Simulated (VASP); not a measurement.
# H2Rh12O in VASP: single point with PBE+D3(BJ)

Aim: the single point of H2Rh12O with PBE+D3(BJ).

All numbers are computed with VASP 6.6.1; they aren't measurements. Logs are shortened: lines on timing, memory, paths and dates and some standing lists are left out, and cuts for length are marked.

**1. The cell of the first run**

The cell holds a slab with vacuum, 15 atoms: a = 5.365 Å, b = 5.365 Å, c = 22.380 Å, α = 90.00°, β = 90.00°, γ = 120.00°.

**2. Single point, PBE+D3(BJ)**

Contents of INCAR:

```
SYSTEM = H2Rh12O
ALGO     = Normal         ! electronic algorithm
DIPOL    = 0.5 0.5 0.494
EDIFF    = 1E-6           ! SCF threshold, eV
ENCUT    = 520            ! plane-wave cutoff, eV
GGA      = PE             ! functional
IDIPOL   = 3            
ISIF     = 2              ! what is computed and relaxed
ISMEAR   = 0              ! smearing method
IVDW     = 12             ! dispersion correction
LASPH    = .True.         ! aspherical terms in the spheres
LCHARG   = .False.        ! write CHGCAR
LDIPOL   = .True.       
LREAL    = Auto         
LWAVE    = .False.        ! write WAVECAR
NBANDS   = 107            ! bands
NELM     = 80             ! most SCF steps
PREC     = Accurate       ! precision mode
SIGMA    = 0.1            ! smearing width, eV
```

Contents of KPOINTS:

```
k-points
0
Gamma
  4 4 1
  0 0 0
```

Contents of POSCAR:

```
H2Rh12O
1.0
    5.3647950069      0.0000000000      0.0000000000
   -2.6823975034      4.6460487620      0.0000000000
    0.0000000000      0.0000000000     22.3803367805
Rh O H
12 1 2
Direct
    0.3333333333      0.1666666667      0.3574566406
    0.3333333333      0.6666666667      0.3574566406
    0.8333333333      0.1666666667      0.3574566406
    0.8333333333      0.6666666667      0.3574566406
    0.6663427716      0.3336578568      0.4538376191
    0.6666592052      0.8329747581      0.4538826680
    0.1670695425      0.3335085636      0.4538882493
    0.1667758947      0.8332166008      0.4533503399
    0.0007050030      0.5004790918      0.5492080004
    0.0008785286     -0.0006992026      0.5493659187
    0.5015063341      0.4983373706      0.5517034176
    0.4995956923     -0.0005751723      0.5491923208
    0.4852179971      0.5225021788      0.6557938663
    0.2806298081      0.4658354908      0.6561660134
    0.5852627068      0.7334636040      0.6562852951
```

Potentials or basis: VASP PAW PBE potentials, release 64 (Rh_pv, O, H).

Launch:

```console
cat potpaw_PBE.64/Rh_pv/POTCAR potpaw_PBE.64/O/POTCAR potpaw_PBE.64/H/POTCAR > POTCAR
mpirun -np 1 vasp_std > vasp.out
```

OUTCAR:

```text
SYSTEM = H2Rh12O
   EDIFF = 1E-6
   ENCUT = 520
   GGA = PE
   ISIF = 2
   ISMEAR = 0
   IVDW = 12
   LASPH = .True.
   LREAL = Auto
   NELM = 80
   PREC = Accurate
 IVDW          = 12

 ion  position               nearest neighbor table
   1  0.333  0.167  0.357-   8 2.65   5 2.65   7 2.66   2 2.68   2 2.68   4 2.68   4 2.68   3 2.68
                             3 2.68
   2  0.333  0.667  0.357-   8 2.65   7 2.66   6 2.66   1 2.68   1 2.68   3 2.68   3 2.68   4 2.68
                             4 2.68
   3  0.833  0.167  0.357-   5 2.66   6 2.66   7 2.66   4 2.68   4 2.68   2 2.68   2 2.68   1 2.68
                             1 2.68
   4  0.833  0.667  0.357-   8 2.65   5 2.65   6 2.66   3 2.68   3 2.68   1 2.68   1 2.68   2 2.68
                             2 2.68
   5  0.666  0.334  0.454-  12 2.64   9 2.64   4 2.65   1 2.65   3 2.66  11 2.67   6 2.68   7 2.68
                             8 2.68   8 2.68   7 2.69   6 2.69
   6  0.667  0.833  0.454-  12 2.64  10 2.64   4 2.66   2 2.66   3 2.66   5 2.68   7 2.68   8 2.68
                             8 2.68   7 2.68  11 2.69   5 2.69
   7  0.167  0.334  0.454-   9 2.64  10 2.64   1 2.66   2 2.66   3 2.66   5 2.68   6 2.68   8 2.68
                             8 2.68  11 2.68   6 2.68   5 2.69
   8  0.167  0.833  0.453-  12 2.64   9 2.64  10 2.65   2 2.65   4 2.65   1 2.65   7 2.68   5 2.68
                             6 2.68   5 2.68   6 2.68   7 2.68
   9  0.001  0.500  0.549-   7 2.64   5 2.64   8 2.64  11 2.67  10 2.68  12 2.68  12 2.69  10 2.69
                            11 2.69
  10  0.001  0.999  0.549-   7 2.64   6 2.64   8 2.65  12 2.68   9 2.68  11 2.68  11 2.68   9 2.69
                            12 2.69
  11  0.502  0.498  0.552-  13 2.34  12 2.67   5 2.67   9 2.67  10 2.68  10 2.68   7 2.68   6 2.69
                             9 2.69  12 2.69
  12  0.500  0.999  0.549-   6 2.64   5 2.64   8 2.64  11 2.67  10 2.68   9 2.68   9 2.69  10 2.69
                            11 2.69
  13  0.485  0.523  0.656-  15 0.98  14 0.98  11 2.34
  14  0.281  0.466  0.656-  13 0.98
  15  0.585  0.733  0.656-  13 0.98

  LATTYP: Found a hexagonal cell.
 ALAT       =     5.3647950069
 C/A-ratio  =     4.1717039983

  Lattice vectors:

 A1 = (   5.3647950069,   0.0000000000,   0.0000000000)
 A2 = (  -2.6823975034,   4.6460487620,   0.0000000000)
 A3 = (   0.0000000000,   0.0000000000,  22.3803367805)

Analysis of symmetry for initial positions (statically):
=====================================================================
 Subroutine PRICEL returns:
 Original cell was already a primitive cell.

 Routine SETGRP: Setting up the symmetry group for a
 hexagonal supercell.

 Subroutine GETGRP returns: Found  1 space group operations
 (whereof  1 operations were pure point group operations)
 out of a pool of 24 trial point group operations.

The static configuration has the point symmetry C_1 .

Analysis of symmetry for dynamics (positions and initial velocities):
=====================================================================
 Subroutine PRICEL returns:
 Original cell was already a primitive cell.

 Routine SETGRP: Setting up the symmetry group for a
 hexagonal supercell.

 Subroutine GETGRP returns: Found  1 space group operations
 (whereof  1 operations were pure point group operations)
 out of a pool of 24 trial point group operations.

The dynamic configuration has the point symmetry C_1 .

 Subroutine INISYM returns: Found  1 space group operations
 (whereof  1 operations are pure point group operations),
 and found     1 'primitive' translations

----------------------------------------------------------------------------------------

                                     Primitive cell

  volume of cell :     557.8321

  direct lattice vectors                    reciprocal lattice vectors
     5.364795007  0.000000000  0.000000000     0.186400412  0.107618328  0.000000000
    -2.682397503  4.646048762  0.000000000     0.000000000  0.215236656  0.000000000
     0.000000000  0.000000000 22.380336780     0.000000000  0.000000000  0.044682080

  length of vectors
     5.364795007  5.364795007 22.380336780     0.215236656  0.215236656  0.044682080

  position of ions in fractional coordinates (direct lattice)
     0.333333333  0.166666667  0.357456641
[... 50 lines left out ...]

  Shift w.r.t. Gamma in fractional coordinates (k-lattice)
     0.000000000  0.000000000  0.000000000

 Subroutine IBZKPT returns following result:
 ===========================================

 Found     10 irreducible k-points:

 Following reciprocal coordinates:
            Coordinates               Weight
  0.000000  0.000000  0.000000      1.000000
  0.250000  0.000000  0.000000      2.000000
  0.000000  0.250000  0.000000      2.000000
 -0.250000  0.250000  0.000000      2.000000
  0.500000  0.000000  0.000000      1.000000
  0.000000  0.500000  0.000000      1.000000
  0.500000  0.500000  0.000000      1.000000
  0.250000  0.250000  0.000000      2.000000
 -0.250000  0.500000  0.000000      2.000000
  0.500000  0.250000  0.000000      2.000000
   k-points           NKPTS =     10   k-points in BZ     NKDIM =     10   number of bands    NBANDS=    107
   number of dos      NEDOS =    301   number of ions     NIONS =     15
   total plane-waves  NPLWV = 268800
   dimension x,y,z NGX =    40 NGY =   40 NGZ =  168
   dimension x,y,z NGXF=    80 NGYF=   80 NGZF=  336
   ions per type =              12   1   2
   NGX,Y,Z   is equivalent  to a cutoff of  12.40, 12.40, 12.48 a.u.
   NGXF,Y,Z  is equivalent  to a cutoff of  24.79, 24.79, 24.96 a.u.
 SYSTEM =  H2Rh12O
   PREC   = accura    normal or accurate (medium, high low for compatibility)
   ISTART =      0    job   : 0-new  1-cont  2-samecut
   ICHARG =      2    charge: 1-file 2-atom 10-const
   ISPIN  =      1    spin polarized calculation?
   LNONCOLLINEAR =      F non collinear calculations
   LSORBIT =      F    spin-orbit coupling
   LASPH  =      T    aspherical Exc in radial PAW
   ENCUT  =  520.0 eV  38.22 Ry    6.18 a.u.   9.97  9.97 41.61*2*pi/ulx,y,z
   NELM   =     80;   NELMIN=  2; NELMDL= -5     # of ELM steps
   EDIFF  = 0.1E-05   stopping-criterion for ELM
   LREAL  =      T    real-space projection
   EDIFFG = 0.1E-04   stopping-criterion for IOM
   NSW    =      0    number of steps for IOM
[... 5 lines left out ...]
   TEBEG  =    0.0;   TEEND  =   0.0 temperature during run
   PSTRESS=    0.0 pullay stress
   NELECT =     188.0000    total number of electrons
   NUPDOWN=      -1.0000    fix difference up-down
   EMIN   =  10.00;   EMAX   =-10.00  energy-range for DOS
   EFERMI =   0.00;   METHOD = LEGACY
   ISMEAR =     0;   SIGMA  =   0.10  broadening in eV -4-tet -1-fermi 0-gaus
   EFERMI_NEDOS =   21; number of points for ismear=-14 and -15
   IALGO  =     38    algorithm
   IMIX   =      4    mixing-type and parameters
     AMIX     =   0.40;   BMIX     =  1.00
     AMIX_MAG =   1.60;   BMIX_MAG =  1.00
  volume/ion in A,a.u.               =      37.19       250.96
  Fermi-wavevector in a.u.,A,eV,Ry     =   1.139269  2.152906 17.659462  1.297934
  Thomas-Fermi vector in A             =   2.275973
   LORBIT       =      0    0 simple, 1 ext, 2 COOP (PROOUT), +10 PAW based schemes
   GGA     = PE    functional components
   LHFCALC =     F    Hartree Fock is set to
   AEXX    =    0.0000 exact exchange contribution
   IVDW    =    12    specifies the selected vdW correction
   LEPSILON=     F    determine dielectric tensor
   LRPA    =     F    only Hartree local field effects (RPA)
 non-spin polarized calculation
 Gauss-broadening in eV      SIGMA  =   0.10
  energy-cutoff  :      520.00
  volume of cell :      557.83
 maximum number of plane-waves:     15072
   NGX = 19   NGY = 19   NGZ = 83

 dipolmoment           0.000000      0.000000      0.395135 electrons x Angstroem

 number of electron     188.0000010 magnetization

 dipolmoment           0.000000      0.000000     -0.127325 electrons x Angstroem

 Free energy of the ion-electron system (eV)
  ---------------------------------------------------
  ext. energy  EPLUGINS =         0.00000000
  ---------------------------------------------------
  free energy    TOTEN  =       -95.33689165 eV

  energy without entropy =      -95.20918899  energy(sigma->0) =      -95.27304032

 E-fermi :   0.5327     XC(G=0):  -5.3042

 val. band max:        0.5263407157   @ k =   0.2500   0.0000   0.0000
 cond. band min:       0.5344332762   @ k =  -0.2500   0.2500   0.0000
 fundamental gap:      0.0080925606
 Fermi energy:         0.5327474378

 k-point     1 :       0.0000    0.0000    0.0000
  band No.  band energies     occupation
      1     -46.6060      2.00000
      2     -46.5941      2.00000
      3     -46.5917      2.00000
      4     -46.5252      2.00000
      5     -46.4523      2.00000
      6     -46.4506      2.00000
[... 1079 lines left out ...]
    105       1.7752      0.00000
    106       1.9166      0.00000
 [bands above 106 left out]

------------------------ aborting loop because EDIFF is reached ----------------------------------------

 vacuum level on the upper side and lower side of the slab       (xc-potential included)        -0.516         0.440

 Edisp (eV)   -5.45431

 E8    (eV) :    -2.5250

  FORCE on cell =-STRESS in cart. coord.  units (eV):
  Direction    XX          YY          ZZ          XY          YZ          ZX
  --------------------------------------------------------------------------------------
  -------------------------------------------------------------------------------------
  Total      -6.05973    -5.93866    -0.20090     0.10268     0.02285    -0.02111
  in kB     -17.40445   -17.05673    -0.57702     0.29491     0.06564    -0.06062
  external pressure =      -11.68 kB  Pullay stress =        0.00 kB

 VOLUME and BASIS-vectors are now :
 -----------------------------------------------------------------------------
  energy-cutoff  :      520.00
  volume of cell :      557.83
      direct lattice vectors                 reciprocal lattice vectors
     5.364795007  0.000000000  0.000000000     0.186400412  0.107618328  0.000000000
    -2.682397503  4.646048762  0.000000000     0.000000000  0.215236656  0.000000000
     0.000000000  0.000000000 22.380336780     0.000000000  0.000000000  0.044682080

 POSITION                                       TOTAL-FORCE (eV/Angst)
 -----------------------------------------------------------------------------------
      1.34120      0.77434      8.00000        -0.010655      0.102438      0.032616
     -0.00000      3.09737      8.00000         0.099810     -0.054920      0.032840
      4.02360      0.77434      8.00000         0.010408     -0.007706     -0.104915
      2.68240      3.09737      8.00000        -0.094673     -0.044115      0.031573
      2.67979      1.55019     10.15704        -0.001830      0.000279     -0.002262
      1.34212      3.87004     10.15805         0.000030     -0.000291      0.003499
      0.00169      1.54950     10.15817         0.001614      0.000368      0.004398
     -1.34030      3.87116     10.14613        -0.001110      0.000425      0.004241
     -1.33870      2.32525     12.29146         0.002508     -0.000994      0.000595
     -2.67581      4.64280     12.29499         0.000133      0.001279      0.001481
      1.35374      2.31530     12.34731        -0.006283      0.000912      0.010702
     -0.00063      4.64338     12.29111         0.001787     -0.000804      0.000679
      1.20154      2.42757     14.67689         0.030291     -0.058943     -0.012821
      0.25597      2.16429     14.68522        -0.067430     -0.058170     -0.000870
      1.17237      3.40771     14.68789         0.035400      0.120242     -0.001756
 -----------------------------------------------------------------------------------
    total drift:                               -0.000626      0.000922      0.024176

  FREE ENERGIE OF THE ION-ELECTRON SYSTEM (eV)
  ---------------------------------------------------
  free  energy   TOTEN  =      -100.7912043763 eV

  energy  without entropy=     -100.6635017183  energy(sigma->0) =     -100.72735305

 vacuum level on the upper side and lower side of the slab         4.656         5.583
```

It took 17 min on 1 thread of Intel Xeon 6975P-C (Granite Rapids), shared host; peak memory 0.79 GiB.

What came out:

| Property | Result |
| --- | --- |
| Free energy | -100.7912 eV |
| Largest force | 0.125 eV/Å |
| Band gap on the k mesh | zero (bands 94 and 95 overlap by 0.82 eV) |
| Dispersion energy per atom | -0.364 eV |

Forces on the atoms (eV/Å):
```
Rh  -0.011  0.102  0.033
Rh   0.100 -0.055  0.033
Rh   0.010 -0.008 -0.105
Rh  -0.095 -0.044  0.032
Rh  -0.002  0.000 -0.002
Rh   0.000  0.000  0.003
Rh   0.002  0.000  0.004
Rh  -0.001  0.000  0.004
Rh   0.003 -0.001  0.001
Rh   0.000  0.001  0.001
Rh  -0.006  0.001  0.011
Rh   0.002 -0.001  0.001
O    0.030 -0.059 -0.013
H   -0.067 -0.058 -0.001
H    0.035  0.120 -0.002
```
